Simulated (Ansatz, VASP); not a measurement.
# SnO2 in VASP and in Ansatz

INCAR

```
PREC = Accurate ; ENCUT = 520
EDIFF = 1E-6 ; ISMEAR = 0
SIGMA = 0.05 ; LREAL = F
LASPH = T ; NELM = 80
ALGO = Normal ; ISIF = 2
LWAVE = F ; LCHARG = T
GGA = CA ; LELF = T
LVHAR = T ; NBANDS = 20
```

File KPOINTS:

```
regular mesh
0
Gamma
  12 12 12
```

Contents of POSCAR:

```
SnO2
1.0
    1.6170930752      0.9336291223      4.8005925840
   -1.6170930752      0.9336291223      4.8005925840
    0.0000000000     -1.8672582446      4.8005925840
Sn O
1 2
Direct
    0.5386495997      0.4613504003      0.5000000000
    0.2371700000      0.2371700000      0.2371700000
    0.7628300000      0.7628300000      0.7628300000
```

Input for Ansatz:

```yaml
crystal:
  lattice:
    - [1.6170930752, 0.9336291223, 4.800592584]
    - [-1.6170930752, 0.9336291223, 4.800592584]
    - [0.0, -1.8672582446, 4.800592584]
  atoms:
    - { symbol: Sn, position: [0.5386495997, 0.4613504003, 0.5] }
    - { symbol: O, position: [0.23717, 0.23717, 0.23717] }
    - { symbol: O, position: [0.76283, 0.76283, 0.76283] }
basis:
  ecutwfc: 420
kpoints:
  mp_grid: { grid: [12, 12, 12] }
hamiltonian:
  xc: lda
scf:
  occupations: { method: gaussian, width: 0.05 }
output:
  forces: true
  stress: true
  eigenvalues: true
```

Change from the starting cell: all Sn atoms moved +0.125 Å, as atom 1 along Cartesian [1 0 0].

Alike in both runs: task single point; functional LDA; k mesh 12 × 12 × 12; occupations gaussian, width 0.05 eV; no spin polarisation.

```csv
,VASP,Ansatz
version,VASP 6.6.1,Ansatz 0.2.0
potentials or method,"VASP PAW LDA potentials, release 64 (Sn_d, O), cutoff 520 eV","scalar-relativistic, plane waves, PAW"
valence electrons in the cell,26,26
```

Ansatz gave:

```
gap on the k mesh at the Fermi level (eV)                     : 1.76
least direct gap on the mesh (eV)                             : 1.87
pressure (GPa)                                                : -7.6
traceless stress, the component that is largest in VASP (GPa) : 1.45
rms of the force components (eV/Å)                            : 0.676
```

**Question.** Estimate VASP's values.

**Answer.** gap on the k mesh at the Fermi level (eV): 1.76; least direct gap on the mesh (eV): 1.87; pressure (GPa): -6.9; traceless stress, the component that is largest in VASP (GPa): 1.50; rms of the force components (eV/Å): 0.693.

LDA's correlation is that of Perdew and Zunger in VASP and of Perdew and Wang (1992) in Ansatz. Atom by atom the forces differ by 0.041 eV/Å (rms over components).
